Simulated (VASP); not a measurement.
# Be (P4_2/mnm) in VASP: further runs, part 2 of 2

VASP 6.6.1. The steps go on from the part before.

**3. Single point, PBEsol (8.09 Å³/atom)**

This run uses another cell than the first one, of 8.09 Å³/atom.

The input, INCAR:

```
SYSTEM = Be
PREC     = Accurate       ! precision mode
ENCUT    = 520            ! plane-wave cutoff, eV
EDIFF    = 1E-7           ! SCF threshold, eV
ISMEAR   = -1             ! smearing method
SIGMA    = 0.05           ! smearing width, eV
LREAL    = .False.        ! projectors in reciprocal space
LASPH    = .True.         ! aspherical terms in the spheres
NELM     = 100            ! most SCF steps
ALGO     = Normal         ! electronic algorithm
ISIF     = 2              ! what is computed and relaxed
LWAVE    = .False.        ! write WAVECAR
LCHARG   = .False.        ! write CHGCAR
GGA      = PS             ! functional
NBANDS   = 12             ! bands
```

The input, KPOINTS:

```
regular mesh
0
Gamma
  9 9 14
  0 0 0
```

The input, POSCAR:

```
Be
1.0
    3.7592619785      0.0000000000      0.0000000000
    0.0000000000      3.7592619785      0.0000000000
    0.0000000000      0.0000000000      2.2888590590
Be
4
Direct
    0.2974080000      0.2974080000      0.0000000000
    0.7025920000      0.7025920000      0.0000000000
    0.2025920000      0.7974080000      0.5000000000
    0.7974080000      0.2025920000      0.5000000000
```

Potentials or basis: VASP PAW PBE potentials, release 64 (Be).

The run is started by

```
$ cat potpaw_PBE.64/Be/POTCAR > POTCAR
$ mpirun -np 1 vasp_std > vasp.out
```

OUTCAR:

```text
SYSTEM = Be
   PREC = Accurate
   ENCUT = 520
   EDIFF = 1E-7
   ISMEAR = -1
   LREAL = .False.
   LASPH = .True.
   NELM = 100
   ISIF = 2
   GGA = PS

 ion  position               nearest neighbor table
   1  0.297  0.297  0.000-   2 2.15   3 2.23   4 2.23   3 2.23   4 2.23   3 2.23   3 2.23   4 2.23
                             4 2.23
   2  0.703  0.703  0.000-   1 2.15   3 2.23   4 2.23   3 2.23   4 2.23   4 2.23   4 2.23   3 2.23
                             3 2.23
   3  0.203  0.797  0.500-   4 2.15   2 2.23   1 2.23   1 2.23   2 2.23   1 2.23   1 2.23   2 2.23
                             2 2.23
   4  0.797  0.203  0.500-   3 2.15   2 2.23   1 2.23   1 2.23   2 2.23   2 2.23   2 2.23   1 2.23
                             1 2.23

  LATTYP: Found a simple tetragonal cell.
 ALAT       =     3.7592619785
 C/A-ratio  =     0.6088586196

  Lattice vectors:

 A1 = (   3.7592619785,   0.0000000000,   0.0000000000)
 A2 = (   0.0000000000,   3.7592619785,   0.0000000000)
 A3 = (   0.0000000000,   0.0000000000,   2.2888590590)

Analysis of symmetry for initial positions (statically):
=====================================================================
 Subroutine PRICEL returns:
 Original cell was already a primitive cell.

 Routine SETGRP: Setting up the symmetry group for a
 simple tetragonal supercell.

 Subroutine GETGRP returns: Found 16 space group operations
 (whereof  8 operations were pure point group operations)
 out of a pool of 16 trial point group operations.

The static configuration has the point symmetry D_2h.
 The point group associated with its full space group is D_4h.

Analysis of symmetry for dynamics (positions and initial velocities):
=====================================================================
 Subroutine PRICEL returns:
 Original cell was already a primitive cell.

 Routine SETGRP: Setting up the symmetry group for a
 simple tetragonal supercell.

 Subroutine GETGRP returns: Found 16 space group operations
 (whereof  8 operations were pure point group operations)
 out of a pool of 16 trial point group operations.

The dynamic configuration has the point symmetry D_2h.
 The point group associated with its full space group is D_4h.

 Subroutine INISYM returns: Found 16 space group operations
[... 130 lines left out ...]
   LEPSILON=     F    determine dielectric tensor
   LRPA    =     F    only Hartree local field effects (RPA)
 non-spin polarized calculation
  energy-cutoff  :      520.00
  volume of cell :       32.35
 maximum number of plane-waves:       882
 NGX is ok and might be reduce to    28
   NGX = 13   NGY = 13   NGZ =  9

 number of electron       8.0000000 magnetization

 Free energy of the ion-electron system (eV)
  ---------------------------------------------------
  ext. energy  EPLUGINS =         0.00000000
  ---------------------------------------------------
  free energy    TOTEN  =       -15.77231167 eV

  energy without entropy =      -15.76755834  energy(sigma->0) =      -15.76993500

 E-fermi :   6.6926     XC(G=0): -10.5326

 val. band max:        6.6905968574   @ k =   0.1111   0.0000   0.2857
 cond. band min:       6.6978408248   @ k =   0.1111   0.0000   0.5000
 fundamental gap:      0.0072439673
 Fermi energy:         6.6926089696

 k-point     1 :       0.0000    0.0000    0.0000
  band No.  band energies     occupation
      1      -4.3872      2.00000
      2       1.7685      2.00000
      3       2.3342      2.00000
      4       5.6889      2.00000
      5       5.6889      2.00000
      6      11.4975      0.00000
      7      11.4975      0.00000
      8      14.0530      0.00000
      9      15.8476      0.00000
     10      17.1738      0.00000
     11      22.6762      0.00000
     12      22.6762      0.00000
[... 331 lines left out ...]
 k-point    24 :       0.4444    0.1111    0.0714
  band No.  band energies     occupation
      1      -2.6323      2.00000
      2      -1.7663      2.00000
      3       3.1675      2.00000
      4       4.0059      2.00000
      5       8.8030      0.00000
      6       9.2547      0.00000
      7      14.5279      0.00000
      8      16.7797      0.00000
      9      17.0082      0.00000
     10      17.8915      0.00000
     11      21.5399      0.00000
     12      22.7471      0.00000

 [... further k-points ...]
[... 5 lines left out ...]
  --------------------------------------------------------------------------------------
  -------------------------------------------------------------------------------------
  Total       -0.2943427     -0.2943427     -0.5625680      0.0000000      0.0000000      0.0000000
  in kB      -14.5794005    -14.5794005    -27.8651478      0.0000000      0.0000000      0.0000000
  external PRESSURE =     -19.0079829 kB  Pullay stress =       0.0000000 kB

 VOLUME and BASIS-vectors are now :
 -----------------------------------------------------------------------------
  energy-cutoff  :      520.00
  volume of cell :       32.35
      direct lattice vectors                 reciprocal lattice vectors
     3.759261979  0.000000000  0.000000000     0.266009660  0.000000000  0.000000000
     0.000000000  3.759261979  0.000000000     0.000000000  0.266009660  0.000000000
     0.000000000  0.000000000  2.288859059     0.000000000  0.000000000  0.436898898

 POSITION                                       TOTAL-FORCE (eV/Angst)
 -----------------------------------------------------------------------------------
      1.11803      1.11803      0.00000         0.001489      0.001489      0.000000
      2.64123      2.64123      0.00000        -0.001489     -0.001489     -0.000000
      0.76160      2.99767      1.14443        -0.001489      0.001489      0.000000
      2.99767      0.76160      1.14443         0.001489     -0.001489      0.000000
 -----------------------------------------------------------------------------------
    total drift:                               -0.000000     -0.000000     -0.000000

  FREE ENERGIE OF THE ION-ELECTRON SYSTEM (eV)
  ---------------------------------------------------
  free  energy   TOTEN  =       -15.7723116677 eV

  energy  without entropy=      -15.7675583357  energy(sigma->0) =      -15.76993500
```

OSZICAR:

```text
N       E                     dE             d eps       ncg     rms          rms(c)
DAV:   1    -0.483752500158E+00   -0.48375E+00   -0.32838E+03  2880   0.555E+02
DAV:   2    -0.154609968455E+02   -0.14977E+02   -0.14335E+02  3764   0.985E+01
DAV:   3    -0.158445842086E+02   -0.38359E+00   -0.37914E+00  3968   0.109E+01
DAV:   4    -0.158458650692E+02   -0.12809E-02   -0.12804E-02  3452   0.719E-01
DAV:   5    -0.158458691656E+02   -0.40964E-05   -0.40964E-05  3856   0.368E-02    0.176E+00
DAV:   6    -0.157936875870E+02    0.52182E-01   -0.11785E-02  3376   0.774E-01    0.106E+00
DAV:   7    -0.157723499075E+02    0.21338E-01   -0.17693E-02  3392   0.812E-01    0.775E-02
DAV:   8    -0.157723124553E+02    0.37452E-04   -0.64939E-04  3588   0.148E-01    0.119E-02
DAV:   9    -0.157723113471E+02    0.11082E-05   -0.27543E-06  4244   0.113E-02    0.391E-03
DAV:  10    -0.157723116438E+02   -0.29671E-06   -0.86873E-08  3176   0.176E-03    0.569E-04
DAV:  11    -0.157723116677E+02   -0.23863E-07   -0.77086E-09  2292   0.528E-04
   1 F= -.15772312E+02 E0= -.15769935E+02  d E =-.475333E-02
```

It took 31 s on 1 thread of Intel Xeon 8259CL, shared host; peak memory 0.15 GiB.

Results:

```
Free energy            : -15.7723 eV
Pressure               : -1.9 GPa
Band gap on the k mesh : zero (bands 4 and 5 overlap by 2.02 eV)
```

Forces on the atoms (eV/Å):
```
Be   0.001  0.001  0.000
Be  -0.001 -0.001  0.000
Be  -0.001  0.001  0.000
Be   0.001 -0.001  0.000
```

Stress tensor (GPa, compression positive):
```
-1.46  0.00  0.00
 0.00 -1.46  0.00
 0.00  0.00 -2.79
```

Levels at points of the mesh, in eV from the Fermi level:
| k point | band 1 | band 2 | band 3 | band 4 | band 5 | band 6 | band 7 | band 8 | band 9 |
| --- | --- | --- | --- | --- | --- | --- | --- | --- | --- |
| (0.00, 0.00, 0.00) | -11.08 | -4.92 | -4.36 | -1.00 | -1.00 | 4.80 | 4.80 | 7.36 | 9.15 |
| (0.00, 0.00, 0.50) | -5.76 | -5.76 | 1.02 | 1.02 | 1.82 | 1.82 | 2.60 | 2.60 | 7.43 |

Caveat: the PAW data sets were made with another functional, which shifts forces and pressure a little.

**4. Single point, PBEsol (8.33 Å³/atom)**

This run uses another cell than the first one, of 8.33 Å³/atom.

The input, INCAR:

```
PREC = Accurate
ENCUT = 520
EDIFF = 1E-7
ISMEAR = -1
SIGMA = 0.05
LREAL = F
LASPH = T
NELM = 80
ALGO = Normal
ISIF = 2
LWAVE = F
LCHARG = T
GGA = PS
LELF = T
LVHAR = T
NBANDS = 12
```

The input, KPOINTS:

```
regular mesh
0
Gamma
  9 9 14
```

The input, POSCAR:

```
Be
1.0
    3.7961198385      0.0000000000      0.0000000000
    0.0000000000      3.7961198385      0.0000000000
    0.0000000000      0.0000000000      2.3113002848
Be
4
Direct
    0.2974080000      0.2974080000      0.0000000000
    0.7025920000      0.7025920000      0.0000000000
    0.2025920000      0.7974080000      0.5000000000
    0.7974080000      0.2025920000      0.5000000000
```

The run is started by

```
$ cat potpaw_PBE.64/Be/POTCAR > POTCAR
$ mpirun -np 1 vasp_std > vasp.out
```

It took 33 s on 1 thread of Intel Xeon 8259CL, shared host; peak memory 0.16 GiB.

The run converged. Its results:

| Item | Value |
| --- | --- |
| Free energy | -15.7512 eV |
| Pressure | -5.1 GPa |
| Largest force | 0.018 eV/Å |
| Band gap on the k mesh | zero (bands 4 and 5 overlap by 2.04 eV) |

Forces in eV/Å, atoms in the order of the input:
```
Be   0.013  0.013  0.000
Be  -0.013 -0.013  0.000
Be  -0.013  0.013  0.000
Be   0.013 -0.013  0.000
```

Stress tensor (GPa, compression positive):
```
-4.51  0.00  0.00
 0.00 -4.51  0.00
 0.00  0.00 -6.22
```

Levels at points of the mesh, in eV from the Fermi level:
```csv
k point,band 2,band 3,band 4,band 5,band 6,band 7
"(0.00, 0.00, 0.00)",-4.81,-4.24,-1.03,-1.03,4.68,4.68
"(0.00, 0.00, 0.50)",-5.66,1.02,1.02,1.79,1.79,2.58
```

Caveat: the cell stands under tension; the PAW data sets were made with another functional, which shifts forces and pressure a little.

**5. The runs side by side**

```tsv
cell	gap on the mesh (eV)	pressure (GPa)	largest force (eV/Å)
a = 3.722, b = 3.722, c = 2.266 Å, 4 atoms	none	1.7	0.02
a = 3.759, b = 3.759, c = 2.289 Å, 4 atoms	none	-1.9	-
a = 3.796, b = 3.796, c = 2.311 Å, 4 atoms	none	-5.1	0.02
```

Alike in all rows: task single point; level PBEsol; potentials or basis VASP PAW PBE potentials, release 64 (Be); no spin polarisation; k mesh 9 × 9 × 14; cutoff (eV) 520; smearing fermi-dirac 0.05 eV.

Caveats: the PAW data sets were made with another functional, which shifts forces and pressure a little; the cell stands under tension (at least some runs).

Total energies depend on the potentials used, so only differences within one code and one set of settings carry meaning.
